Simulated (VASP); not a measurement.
# AlIn2As3 (Imm2) in VASP: single point with PBE

Aim: the single point of AlIn2As3 with PBE.

Everything below comes from runs of VASP 6.6.1. Logs are shortened: lines on timing, memory, paths and dates and some standing lists are left out, and cuts for length are marked.

## 1. The cell of the first run

Symmetry: Imm2, No. 44, orthorhombic system. Conventional cell: a = 4.257 Å, b = 12.774 Å, c = 6.031 Å, α = 90.00°, β = 90.00°, γ = 90.00°. Al (site symmetry mm2) has 4 As at 2.48 to 2.52 Å within 3.3 Å. Within 3.5 Å of In (site symmetry m) lie 4 As at 2.66 to 2.68 Å. As (site symmetry m) has 1 Al at 2.48 Å and 3 In at 2.66 to 2.67 Å within 3.3 Å. Within 3.3 Å of As (site symmetry mm2) lie 2 Al at 2.52 Å and 2 In at 2.68 Å.

## 2. Single point, PBE

The input, INCAR:

```
SYSTEM = AlIn2As3
PREC     = Accurate       ! precision mode
ENCUT    = 500            ! plane-wave cutoff, eV
EDIFF    = 1E-6           ! SCF threshold, eV
ISMEAR   = 0              ! smearing method
SIGMA    = 0.01           ! smearing width, eV
LREAL    = .FALSE.        ! projectors in reciprocal space
LASPH    = .TRUE.         ! aspherical terms in the spheres
NELM     = 120            ! most SCF steps
ALGO     = Normal         ! electronic algorithm
ISIF     = 2              ! what is computed and relaxed
LWAVE    = .FALSE.        ! write WAVECAR
LCHARG   = .FALSE.        ! write CHGCAR
GGA      = PE             ! functional
NBANDS   = 31             ! bands
GGA_COMPAT= .FALSE.
```

The input, KPOINTS:

```
regular mesh
0
G
  10 10 10
  0 0 0
```

The input, POSCAR:

```
AlIn2As3
1.0
   -2.1286064914      6.3870414195      3.0156171728
    2.1286064914     -6.3870414195      3.0156171728
    2.1286064914      6.3870414195     -3.0156171728
Al In As
1 2 3
Direct
    0.9993495202      0.9993495202      0.0000000000
    0.3360081921     -0.0000936582      0.3361018503
    0.6638044915     -0.0000936582      0.6638981497
    0.9227661340      0.7638461679      0.1589199661
    0.6049262018      0.7638461679      0.8410800339
    0.2231454604      0.7231454604      0.5000000000
```

Potentials or basis: VASP PAW PBE potentials, release 64 (Al, In_d, As).

Command:

```console
> cat potpaw_PBE.64/Al/POTCAR potpaw_PBE.64/In_d/POTCAR potpaw_PBE.64/As/POTCAR > POTCAR
> mpirun -np 1 vasp_std > vasp.out
```

OUTCAR:

```text
SYSTEM = AlIn2As3
   PREC = Accurate
   ENCUT = 500
   EDIFF = 1E-6
   ISMEAR = 0
   LREAL = .FALSE.
   LASPH = .TRUE.
   NELM = 120
   ISIF = 2
   GGA = PE

 ion  position               nearest neighbor table
   1  0.999  0.999  0.000-   4 2.48   5 2.48   6 2.52   6 2.52
   2  0.336  1.000  0.336-   5 2.66   5 2.66   4 2.67   6 2.68
   3  0.664  1.000  0.664-   4 2.66   4 2.66   5 2.67   6 2.68
   4  0.923  0.764  0.159-   1 2.48   3 2.66   3 2.66   2 2.67
   5  0.605  0.764  0.841-   1 2.48   2 2.66   2 2.66   3 2.67
   6  0.223  0.723  0.500-   1 2.52   1 2.52   2 2.68   3 2.68

  LATTYP: Found a body centered orthorhombic cell.
 ALAT       =     4.2572129828
 B/A-ratio  =     1.4167095633
 C/A-ratio  =     3.0005740588

  Lattice vectors:

 A1 = (  -2.1286064914,   6.3870414195,  -3.0156171728)
 A2 = (   2.1286064914,   6.3870414195,   3.0156171728)
 A3 = (   2.1286064914,  -6.3870414195,  -3.0156171728)

Analysis of symmetry for initial positions (statically):
=====================================================================
 Subroutine PRICEL returns:
 Original cell was already a primitive cell.

 Routine SETGRP: Setting up the symmetry group for a
 body centered orthorhombic supercell.

 Subroutine GETGRP returns: Found  4 space group operations
 (whereof  4 operations were pure point group operations)
 out of a pool of  8 trial point group operations.

The static configuration has the point symmetry C_2v.

Analysis of symmetry for dynamics (positions and initial velocities):
=====================================================================
 Subroutine PRICEL returns:
 Original cell was already a primitive cell.

 Routine SETGRP: Setting up the symmetry group for a
 body centered orthorhombic supercell.

 Subroutine GETGRP returns: Found  4 space group operations
 (whereof  4 operations were pure point group operations)
 out of a pool of  8 trial point group operations.

The dynamic configuration has the point symmetry C_2v.

 Subroutine INISYM returns: Found  4 space group operations
 (whereof  4 operations are pure point group operations),
 and found     1 'primitive' translations

----------------------------------------------------------------------------------------

                                     Primitive cell

  volume of cell :     163.9953
[... 92 lines left out ...]
   LNONCOLLINEAR =      F non collinear calculations
   LSORBIT =      F    spin-orbit coupling
   LASPH  =      T    aspherical Exc in radial PAW
   ENCUT  =  500.0 eV  36.75 Ry    6.06 a.u.  13.45 13.45 13.45*2*pi/ulx,y,z
   NELM   =    120;   NELMIN=  2; NELMDL= -5     # of ELM steps
   EDIFF  = 0.1E-05   stopping-criterion for ELM
   LREAL  =      F    real-space projection
   EDIFFG = 0.1E-04   stopping-criterion for IOM
   NSW    =      0    number of steps for IOM
   IBRION =     -1    ionic relax: 0-MD 1-quasi-New 2-CG
   NFREE  =      0    steps in history (QN), initial steepest desc. (CG)
   ISIF   =      2    stress and relaxation
   ISYM   =      2    0-nonsym 1-usesym 2-fastsym
   POTIM  = 0.5000    time-step for ionic-motion
   TEBEG  =    0.0;   TEEND  =   0.0 temperature during run
   PSTRESS=    0.0 pullay stress
   NELECT =      44.0000    total number of electrons
   NUPDOWN=      -1.0000    fix difference up-down
   EMIN   =  10.00;   EMAX   =-10.00  energy-range for DOS
   EFERMI =   0.00;   METHOD = LEGACY
   ISMEAR =     0;   SIGMA  =   0.01  broadening in eV -4-tet -1-fermi 0-gaus
   EFERMI_NEDOS =   21; number of points for ismear=-14 and -15
   IALGO  =     38    algorithm
   IMIX   =      4    mixing-type and parameters
     AMIX     =   0.40;   BMIX     =  1.00
     AMIX_MAG =   1.60;   BMIX_MAG =  1.00
  volume/ion in A,a.u.               =      27.33       184.45
  Fermi-wavevector in a.u.,A,eV,Ry     =   1.055882  1.995327 15.168949  1.114886
  Thomas-Fermi vector in A             =   2.191097
   LORBIT       =      0    0 simple, 1 ext, 2 COOP (PROOUT), +10 PAW based schemes
   GGA     = PE    functional components
   LHFCALC =     F    Hartree Fock is set to
   AEXX    =    0.0000 exact exchange contribution
   IVDW    =     0    specifies the selected vdW correction
   LEPSILON=     F    determine dielectric tensor
   LRPA    =     F    only Hartree local field effects (RPA)
 non-spin polarized calculation
 Gauss-broadening in eV      SIGMA  =   0.01
  energy-cutoff  :      500.00
  volume of cell :      164.00
 maximum number of plane-waves:      4188
 NGX is ok and might be reduce to    54
   NGX = 27   NGY = 27   NGZ = 27

 number of electron      43.9999995 magnetization

 Free energy of the ion-electron system (eV)
  ---------------------------------------------------
  ext. energy  EPLUGINS =         0.00000000
  ---------------------------------------------------
  free energy    TOTEN  =       -24.77918765 eV

  energy without entropy =      -24.77918765  energy(sigma->0) =      -24.77918765

 E-fermi :   3.9233     XC(G=0):  -8.8769

 val. band max:        3.8833525317   @ k =   0.0000   0.0000   0.0000
 cond. band min:       4.0151333599   @ k =   0.0000   0.0000   0.0000
 fundamental gap:      0.1317808282
 Fermi energy:         3.9232600745

 k-point     1 :       0.0000    0.0000    0.0000
  band No.  band energies     occupation
      1     -10.4373      2.00000
      2     -10.4073      2.00000
      3     -10.3298      2.00000
      4     -10.3216      2.00000
      5     -10.3172      2.00000
      6     -10.2937      2.00000
[... 805 lines left out ...]
     30       8.7890      0.00000
     31       9.0910      0.00000

 [... further k-points ...]
[... 5 lines left out ...]
  --------------------------------------------------------------------------------------
  -------------------------------------------------------------------------------------
  Total        0.0750147      0.0746519      0.0787195      0.0000000      0.0000000      0.0000000
  in kB        0.7328675      0.7293229      0.7690621      0.0000000      0.0000000      0.0000000
  external PRESSURE =       0.7437509 kB  Pullay stress =       0.0000000 kB

 VOLUME and BASIS-vectors are now :
 -----------------------------------------------------------------------------
  energy-cutoff  :      500.00
  volume of cell :      164.00
      direct lattice vectors                 reciprocal lattice vectors
    -2.128606491  6.387041420  3.015617173     0.000000000  0.078283507  0.165803539
     2.128606491 -6.387041420  3.015617173     0.234895460  0.000000000  0.165803539
     2.128606491  6.387041420 -3.015617173     0.234895460  0.078283507  0.000000000

 POSITION                                       TOTAL-FORCE (eV/Angst)
 -----------------------------------------------------------------------------------
      0.00000      0.00000      6.02731         0.000000      0.000000      0.001100
      2.12861     -2.09365      3.01505         0.000000      0.000070     -0.000221
      2.12861      2.09365      3.01505         0.000000     -0.000070     -0.000221
      0.00000      2.03006      4.60694        -0.000000      0.000875     -0.002499
      2.12861      4.35698      1.59132        -0.000000     -0.000875     -0.002499
      2.12861     -0.00000      1.34584         0.000000      0.000000      0.004340
 -----------------------------------------------------------------------------------
    total drift:                                0.000001      0.000001     -0.000127

  FREE ENERGIE OF THE ION-ELECTRON SYSTEM (eV)
  ---------------------------------------------------
  free  energy   TOTEN  =       -24.7791876475 eV

  energy  without entropy=      -24.7791876475  energy(sigma->0) =      -24.77918765
```

stdout:

```text
POSCAR found type information on POSCAR AlInAs
 POSCAR found :  3 types and       6 ions
 scaLAPACK will be used
 LDA part: xc-table for (Slater+PW92), standard interpolation
 POSCAR, INCAR and KPOINTS ok, starting setup
 FFT: planning ... GRIDC
 FFT: planning ... GRID_SOFT
 FFT: planning ... GRID
 WAVECAR not read
 entering main loop
```

Run time: 24 min. Hardware: 1 thread of Intel Xeon Platinum 8559C (Emerald Rapids), shared host; peak memory 0.92 GiB.

What came out:

```
Free energy            : -24.7792 eV
Pressure               : 0.1 GPa
Largest force          : 0.004 eV/Å
Band gap on the k mesh : 0.13 eV
```

Forces in eV/Å, atoms in the order of the input:
```
Al   0.000  0.000  0.001
In   0.000  0.000  0.000
In   0.000  0.000  0.000
As   0.000  0.001 -0.002
As   0.000 -0.001 -0.002
As   0.000  0.000  0.004
```

Levels at points of the mesh, in eV from the valence-band top:
```
           k point  band 19  band 20  band 21  band 22  band 23  band 24  band 25  band 26
(0.00, 0.00, 0.00)    -1.32    -0.13    -0.06     0.00     0.13     2.10     2.74     3.94
(0.50, 0.00, 0.00)    -1.46    -1.03    -0.87    -0.74     1.09     2.34     2.62     3.56
(0.00, 0.50, 0.00)    -1.99    -1.94    -0.90    -0.88     1.07     3.41     3.45     4.09
(0.50, 0.50, 0.00)    -2.19    -2.16    -1.60    -1.56     1.56     1.84     3.43     3.47
(0.50, 0.50, 0.50)    -1.64    -1.57    -0.59    -0.21     1.42     2.01     2.46     2.52
```

Caveat: spin-orbit coupling is left out, which moves the levels of the heavy elements.
